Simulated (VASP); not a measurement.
# MgI2 in VASP: further runs

The runs below take MgI2 through single point, with r2SCAN, HSE06.

Everything below comes from runs of VASP 6.6.1. Logs are shortened: lines on timing, memory, paths and dates and some standing lists are left out, and cuts for length are marked.

## (1) The cell of the first run

The structure is orthorhombic, space group Immm (No. 71). The conventional cell has a = 5.234 Å, b = 5.388 Å, c = 7.511 Å, α = 90.00°, β = 90.00°, γ = 90.00°. Within 4.2 Å of Mg (site symmetry mmm) lie 8 I at 3.22 to 3.29 Å. Within 4.2 Å of I (site symmetry mm2) lie 4 Mg at 3.22 to 3.29 Å and 6 I at 3.74 to 3.77 Å.

## (2) Single point, r2SCAN (shear xy strain +2.9%)

Input file POSCAR:

```
MgI2
1.0
    0.0544579485      3.7557205847      3.7557205847
    3.7557205847      0.0544579485      3.7557205847
    3.8101785332      3.8101785332      0.0000000000
Mg I
1 2
Direct
    0.0000000000      0.0000000000      0.0000000000
    0.2512032234      0.2512032234      0.2487967766
    0.7487967766      0.7487967766      0.7512032234
```

Input file INCAR.step1:

```
SYSTEM = MgI2
  PREC = Accurate
  ENCUT = 520
  ISMEAR = 0
  SIGMA = 0.01
  LREAL = .FALSE.
  LASPH = .TRUE.
  NELM = 100
  NBANDS = 15
  GGA = PE
  ALGO = Normal
  EDIFF = 1E-4
  LWAVE = .TRUE.
  LCHARG = .FALSE.
```

Input file INCAR.step2:

```
SYSTEM = MgI2
  PREC = Accurate
  ENCUT = 520
  EDIFF = 1E-6
  ISMEAR = 0
  SIGMA = 0.01
  LREAL = .FALSE.
  LASPH = .TRUE.
  NELM = 100
  ALGO = Normal
  ISIF = 2
  LWAVE = .FALSE.
  LCHARG = .TRUE.
  METAGGA = R2SCAN
  LMIXTAU = .TRUE.
  LELF = .TRUE.
  LVHAR = .TRUE.
  NBANDS = 15
  ISTART = 1
```

Input file KPOINTS:

```
regular mesh
0
G
  6 6 6
  0 0 0
```

Potentials or basis: VASP PAW PBE potentials, release 64 (Mg, I).

The run is started by

```sh
> cat potpaw_PBE.64/Mg/POTCAR potpaw_PBE.64/I/POTCAR > POTCAR
> cp INCAR.step1 INCAR
> mpirun -np 1 vasp_std > vasp.out
> cp INCAR.step2 INCAR
> mpirun -np 1 vasp_std > vasp.out
```

OUTCAR:

```text
SYSTEM = MgI2
   PREC = Accurate
   ENCUT = 520
   EDIFF = 1E-6
   ISMEAR = 0
   LREAL = .FALSE.
   LASPH = .TRUE.
   NELM = 100
   ISIF = 2
   METAGGA = R2SCAN
   ISTART = 1

 ion  position               nearest neighbor table
   1  0.000  0.000  0.000-   3 3.22   3 3.22   2 3.22   2 3.22   2 3.29   3 3.29   3 3.29   2 3.29

   2  0.251  0.251  0.249-   1 3.22   1 3.22   1 3.29   1 3.29
   3  0.749  0.749  0.751-   1 3.22   1 3.22   1 3.29   1 3.29

  LATTYP: Found a body centered orthorhombic cell.
 ALAT       =     5.2343758180
 B/A-ratio  =     1.0294266870
 C/A-ratio  =     1.4350213723

  Lattice vectors:

 A1 = (   3.7557205847,   0.0544579485,  -3.7557205847)
 A2 = (  -3.7557205847,  -0.0544579485,  -3.7557205847)
 A3 = (   0.0544579485,   3.7557205847,   3.7557205847)

Analysis of symmetry for initial positions (statically):
=====================================================================
 Subroutine PRICEL returns:
 Original cell was already a primitive cell.

 Routine SETGRP: Setting up the symmetry group for a
 body centered orthorhombic supercell.

 Subroutine GETGRP returns: Found  8 space group operations
 (whereof  8 operations were pure point group operations)
 out of a pool of  8 trial point group operations.

The static configuration has the point symmetry D_2h.

Analysis of symmetry for dynamics (positions and initial velocities):
=====================================================================
 Subroutine PRICEL returns:
 Original cell was already a primitive cell.

 Routine SETGRP: Setting up the symmetry group for a
 body centered orthorhombic supercell.

 Subroutine GETGRP returns: Found  8 space group operations
 (whereof  8 operations were pure point group operations)
 out of a pool of  8 trial point group operations.

The dynamic configuration has the point symmetry D_2h.

 Subroutine INISYM returns: Found  8 space group operations
 (whereof  8 operations are pure point group operations),
 and found     1 'primitive' translations

----------------------------------------------------------------------------------------

                                     Primitive cell

  volume of cell :     105.9299

  direct lattice vectors                    reciprocal lattice vectors
     0.054457948  3.755720585  3.755720585    -0.135089036  0.135089036  0.133130245
     3.755720585  0.054457948  3.755720585     0.135089036 -0.135089036  0.133130245
     3.810178533  3.810178533  0.000000000     0.131227447  0.131227447 -0.133130245

  length of vectors
     5.311670160  5.311670160  5.388406157     0.232855657  0.232855657  0.228396470

  position of ions in fractional coordinates (direct lattice)
     0.000000000  0.000000000  0.000000000
     0.251203223  0.251203223  0.248796777
     0.748796777  0.748796777  0.751203223

  ion indices of the primitive-cell ions
   primitive index   ion index
                 1           1
                 2           2
                 3           3

----------------------------------------------------------------------------------------

 KPOINTS: regular mesh

Automatic generation of k-mesh.
 Grid dimensions read from file:
 generate k-points for:    6    6    6

 Generating k-lattice:

  Cartesian coordinates                     Fractional coordinates (reciprocal lattice)
    -0.022514839  0.022514839  0.022188374     0.166666667  0.000000000  0.000000000
     0.022514839 -0.022514839  0.022188374     0.000000000  0.166666667  0.000000000
     0.021871241  0.021871241 -0.022188374     0.000000000  0.000000000  0.166666667

  Length of vectors
     0.038809276  0.038809276  0.038066078

  Shift w.r.t. Gamma in fractional coordinates (k-lattice)
     0.000000000  0.000000000  0.000000000

 Subroutine IBZKPT returns following result:
 ===========================================

 Found     46 irreducible k-points:

 Following reciprocal coordinates:
            Coordinates               Weight
  0.000000  0.000000  0.000000      1.000000
  0.166667  0.000000  0.000000      4.000000
  0.333333  0.000000  0.000000      4.000000
  0.500000  0.000000  0.000000      2.000000
  0.166667  0.166667  0.000000      2.000000
  0.333333  0.166667  0.000000      4.000000
[... 16 lines left out ...]
 -0.166667  0.333333  0.166667      4.000000
  0.500000  0.500000  0.166667      4.000000
 [... further k-points ...]
   k-points           NKPTS =     46   k-points in BZ     NKDIM =     46   number of bands    NBANDS=     15
   number of dos      NEDOS =    301   number of ions     NIONS =      3
   total plane-waves  NPLWV =  64000
   dimension x,y,z NGX =    40 NGY =   40 NGZ =   40
   dimension x,y,z NGXF=    80 NGYF=   80 NGZF=   80
   ions per type =               1   2
   NGX,Y,Z   is equivalent  to a cutoff of  12.52, 12.52, 12.34 a.u.
   NGXF,Y,Z  is equivalent  to a cutoff of  25.04, 25.04, 24.68 a.u.
 SYSTEM =  MgI2
   PREC   = accura    normal or accurate (medium, high low for compatibility)
   ISTART =      1    job   : 0-new  1-cont  2-samecut
   ICHARG =      0    charge: 1-file 2-atom 10-const
   ISPIN  =      1    spin polarized calculation?
   LNONCOLLINEAR =      F non collinear calculations
   LSORBIT =      F    spin-orbit coupling
   LASPH  =      T    aspherical Exc in radial PAW
   ENCUT  =  520.0 eV  38.22 Ry    6.18 a.u.   9.88  9.88 10.02*2*pi/ulx,y,z
   NELM   =    100;   NELMIN=  2; NELMDL=  0     # of ELM steps
   EDIFF  = 0.1E-05   stopping-criterion for ELM
   LREAL  =      F    real-space projection
   EDIFFG = 0.1E-04   stopping-criterion for IOM
   NSW    =      0    number of steps for IOM
   IBRION =     -1    ionic relax: 0-MD 1-quasi-New 2-CG
   NFREE  =      0    steps in history (QN), initial steepest desc. (CG)
   ISIF   =      2    stress and relaxation
   ISYM   =      2    0-nonsym 1-usesym 2-fastsym
   POTIM  = 0.5000    time-step for ionic-motion
   TEBEG  =    0.0;   TEEND  =   0.0 temperature during run
   PSTRESS=    0.0 pullay stress
   NELECT =      16.0000    total number of electrons
   NUPDOWN=      -1.0000    fix difference up-down
   EMIN   =  10.00;   EMAX   =-10.00  energy-range for DOS
   EFERMI =   0.00;   METHOD = LEGACY
   ISMEAR =     0;   SIGMA  =   0.01  broadening in eV -4-tet -1-fermi 0-gaus
   EFERMI_NEDOS =   21; number of points for ismear=-14 and -15
   IALGO  =     38    algorithm
   IMIX   =      4    mixing-type and parameters
     AMIX     =   0.40;   BMIX     =  1.00
     AMIX_MAG =   1.60;   BMIX_MAG =  1.00
  volume/ion in A,a.u.               =      35.31       238.28
  Fermi-wavevector in a.u.,A,eV,Ry     =   0.871850  1.647558 10.342104  0.760123
  Thomas-Fermi vector in A             =   1.991017
   LORBIT       =      0    0 simple, 1 ext, 2 COOP (PROOUT), +10 PAW based schemes
   METAGGA = R2SCAN    functional components
   LHFCALC =     F    Hartree Fock is set to
   AEXX    =    0.0000 exact exchange contribution
   IVDW    =     0    specifies the selected vdW correction
   LEPSILON=     F    determine dielectric tensor
   LRPA    =     F    only Hartree local field effects (RPA)
 non-spin polarized calculation
 Gauss-broadening in eV      SIGMA  =   0.01
  energy-cutoff  :      520.00
  volume of cell :      105.93
 maximum number of plane-waves:      2866
   NGX = 19   NGY = 19   NGZ = 21

 number of electron      15.9999999 magnetization

 Free energy of the ion-electron system (eV)
  ---------------------------------------------------
  ext. energy  EPLUGINS =         0.00000000
  ---------------------------------------------------
  free energy    TOTEN  =       -55.46304224 eV

  energy without entropy =      -55.46304224  energy(sigma->0) =      -55.46304224

 E-fermi :   3.1466     XC(G=0):  -8.4836

 val. band max:        3.0470011055   @ k =   0.5000   0.5000   0.0000
 cond. band min:       4.3524148018   @ k =   0.0000   0.0000   0.0000
 fundamental gap:      1.3054136962
 Fermi energy:         3.1465859655

 k-point     1 :       0.0000    0.0000    0.0000
  band No.  band energies     occupation
      1     -10.3014      2.00000
      2      -8.6250      2.00000
      3      -0.0376      2.00000
      4      -0.0073      2.00000
      5       0.0354      2.00000
      6       1.8043      2.00000
      7       1.8971      2.00000
      8       1.9913      2.00000
      9       4.3524      0.00000
     10       6.4614      0.00000
     11       6.5873      0.00000
     12       6.7089      0.00000
     13       8.7907      0.00000
     14       8.7959      0.00000
     15       9.9477      0.00000

 k-point     2 :       0.1667    0.0000    0.0000
  band No.  band energies     occupation
      1     -10.1949      2.00000
      2      -8.7428      2.00000
      3      -0.0346      2.00000
      4       0.0203      2.00000
      5       0.0518      2.00000
      6       1.2504      2.00000
      7       1.6319      2.00000
      8       1.7263      2.00000
      9       5.1216      0.00000
     10       6.7859      0.00000
     11       6.9162      0.00000
     12       6.9695      0.00000
     13       9.3686      0.00000
     14       9.3721      0.00000
     15      10.7411      0.00000

 k-point     3 :       0.3333    0.0000    0.0000
  band No.  band energies     occupation
      1      -9.8994      2.00000
      2      -9.0606      2.00000
      3      -0.2307      2.00000
      4       0.2120      2.00000
      5       0.2160      2.00000
      6       0.6336      2.00000
      7       1.1234      2.00000
      8       1.1658      2.00000
      9       5.9462      0.00000
     10       7.7001      0.00000
     11       7.8856      0.00000
     12       8.3601      0.00000
     13      10.5126      0.00000
     14      10.5623      0.00000
     15      11.0386      0.00000
[... 343 lines left out ...]
 k-point    23 :      -0.1667    0.3333    0.1667
  band No.  band energies     occupation
      1      -9.7337      2.00000
      2      -9.1742      2.00000
      3      -1.2097      2.00000
      4      -0.7273      2.00000
      5      -0.0195      2.00000
      6       1.1540      2.00000
      7       1.8585      2.00000
      8       2.5050      2.00000
      9       5.3819      0.00000
     10       7.7797      0.00000
     11       8.7730      0.00000
     12       9.4951      0.00000
     13       9.5313      0.00000
     14      11.0496      0.00000
     15      12.0499      0.00000

 k-point    24 :       0.5000    0.5000    0.1667
  band No.  band energies     occupation
      1      -9.6775      2.00000
      2      -9.2024      2.00000
      3      -1.6118      2.00000
      4      -0.7062      2.00000
      5      -0.5994      2.00000
      6       2.1610      2.00000
      7       2.1899      2.00000
      8       2.6781      2.00000
      9       4.9372      0.00000
     10       8.0715      0.00000
     11       9.1783      0.00000
     12       9.5179      0.00000
     13      10.2451      0.00000
     14      10.7438      0.00000
     15      11.5602      0.00000

 [... further k-points ...]
[... 5 lines left out ...]
  --------------------------------------------------------------------------------------
  -------------------------------------------------------------------------------------
  Total       -0.0689944     -0.0689944     -0.0484222      0.3637570      0.0000000      0.0000000
  in kB       -1.0435329     -1.0435329     -0.7323802      5.5017832      0.0000000      0.0000000
  external PRESSURE =      -0.9398153 kB  Pullay stress =       0.0000000 kB

 VOLUME and BASIS-vectors are now :
 -----------------------------------------------------------------------------
  energy-cutoff  :      520.00
  volume of cell :      105.93
      direct lattice vectors                 reciprocal lattice vectors
     0.054457948  3.755720585  3.755720585    -0.135089036  0.135089036  0.133130245
     3.755720585  0.054457948  3.755720585     0.135089036 -0.135089036  0.133130245
     3.810178533  3.810178533  0.000000000     0.131227447  0.131227447 -0.133130245

 POSITION                                       TOTAL-FORCE (eV/Angst)
 -----------------------------------------------------------------------------------
      0.00000      0.00000      0.00000        -0.000000      0.000000      0.000000
      1.90509      1.90509      1.88690        -0.000000     -0.000000      0.006673
      5.71527      5.71527      5.62454         0.000000      0.000000     -0.006673
 -----------------------------------------------------------------------------------
    total drift:                               -0.000000      0.000000      0.000000

  FREE ENERGIE OF THE ION-ELECTRON SYSTEM (eV)
  ---------------------------------------------------
  free  energy   TOTEN  =       -55.4630422409 eV

  energy  without entropy=      -55.4630422409  energy(sigma->0) =      -55.46304224
```

Wall time 4.3 min (1 thread of Intel Xeon Platinum 8259CL at 2.50GHz (Skylake/Cascade Lake), shared host); peak memory 0.29 GiB.

Results:

```yaml
Free_energy: -55.4630 eV
Pressure: -0.1 GPa
Largest_force: 0.007 eV/Å
Band_gap_on_the_k_mesh: 1.31 eV (least direct gap 1.51 eV)
```

Forces on the atoms (eV/Å):
```
Mg   0.000  0.000  0.000
I    0.000  0.000  0.007
I    0.000  0.000 -0.007
```

Stress tensor (GPa, compression positive):
```
-0.10  0.55  0.00
 0.55 -0.10  0.00
 0.00  0.00 -0.07
```

Levels at points of the mesh, in eV from the valence-band top:
| k point | band 6 | band 7 | band 8 | band 9 | band 10 | band 11 |
| --- | --- | --- | --- | --- | --- | --- |
| (0.00, 0.00, 0.00) | -1.24 | -1.15 | -1.06 | 1.31 | 3.41 | 3.54 |
| (0.50, 0.00, 0.00) | -2.55 | -2.33 | -2.29 | 3.29 | 5.55 | 5.77 |
| (0.50, 0.50, 0.00) | -0.60 | -0.45 | 0.00 | 1.51 | 4.78 | 6.99 |
| (0.00, 0.00, 0.50) | -2.49 | -2.34 | -2.30 | 3.19 | 5.47 | 5.69 |
| (0.50, 0.00, 0.50) | -0.53 | -0.52 | 0.00 | 1.52 | 4.76 | 6.99 |

Caveat: the cell differs from its parent crystal (shear xy strain +2.9%); the PAW data sets were made with another functional, which shifts forces and pressure a little; spin-orbit coupling is left out, which moves the levels of the heavy elements.

## (3) Single point, HSE06 (epitaxial xy strain -3.7%)

Input file POSCAR:

```
MgI2
1.0
    0.0000000000      3.6175100672      3.7571231621
    3.6175100672      0.0000000000      3.7571231621
    3.6175100672      3.6175100672      0.0000000000
Mg I
1 2
Direct
    0.0000000000      0.0000000000      0.0000000000
    0.2500000000      0.2500000000      0.2500000000
    0.7500000000      0.7500000000      0.7500000000
```

Input file INCAR.step1:

```
PREC = Accurate
ENCUT = 520
EDIFF = 1E-5
ISMEAR = 0
SIGMA = 0.01
LREAL = False
LASPH = True
NELM = 100
ALGO = Normal
ISIF = 2
LWAVE = True
LCHARG = False
NBANDS = 15
GGA = PE
```

Input file INCAR.step2:

```
PREC = Accurate
ENCUT = 520
EDIFF = 1E-6
ISMEAR = 0
SIGMA = 0.01
LREAL = False
LASPH = True
NELM = 100
ALGO = Normal
ISIF = 2
LWAVE = False
LCHARG = False
GGA = PE
LHFCALC = True
HFSCREEN = 0.2079
PRECFOCK = Normal
NBANDS = 15
ISTART = 1
```

Input file KPOINTS:

```
regular mesh
0
Gamma
  4 4 4
```

Potentials or basis: VASP PAW PBE potentials, release 64 (Mg, I).

The run is started by

```sh
> cat potpaw_PBE.64/Mg/POTCAR potpaw_PBE.64/I/POTCAR > POTCAR
> cp INCAR.step1 INCAR
> mpirun -np 1 vasp_std > vasp.out
> cp INCAR.step2 INCAR
> mpirun -np 1 vasp_std > vasp.out
```

Run time: 28 min. Hardware: 1 thread of Intel Xeon Platinum 8259CL at 2.50GHz (Skylake/Cascade Lake), shared host; peak memory 0.36 GiB.

Results (log left out):

```
Free energy            : -7.7107 eV
Pressure               : 2.1 GPa
Band gap on the k mesh : 1.38 eV (least direct gap 1.39 eV)
```

Stress tensor (GPa, compression positive):
```
 3.44  0.00  0.00
 0.00  3.44  0.00
 0.00  0.00 -0.59
```

Levels at points of the mesh, in eV from the valence-band top:
```csv
k point,band 6,band 7,band 8,band 9,band 10,band 11
"(0.00, 0.00, 0.00)",-1.86,-1.33,-1.33,1.38,3.52,3.55
"(0.50, 0.00, 0.00)",-3.14,-2.93,-2.90,3.57,5.80,5.94
"(0.50, 0.50, 0.00)",-0.67,-0.67,-0.35,1.61,5.05,7.42
"(0.50, 0.00, 0.50)",-1.04,-0.54,0.00,1.39,4.86,7.17
```

Caveat: the cell differs from its parent crystal (epitaxial xy strain -3.7%); the PAW data sets were made with another functional, which shifts forces and pressure a little; spin-orbit coupling is left out, which moves the levels of the heavy elements.
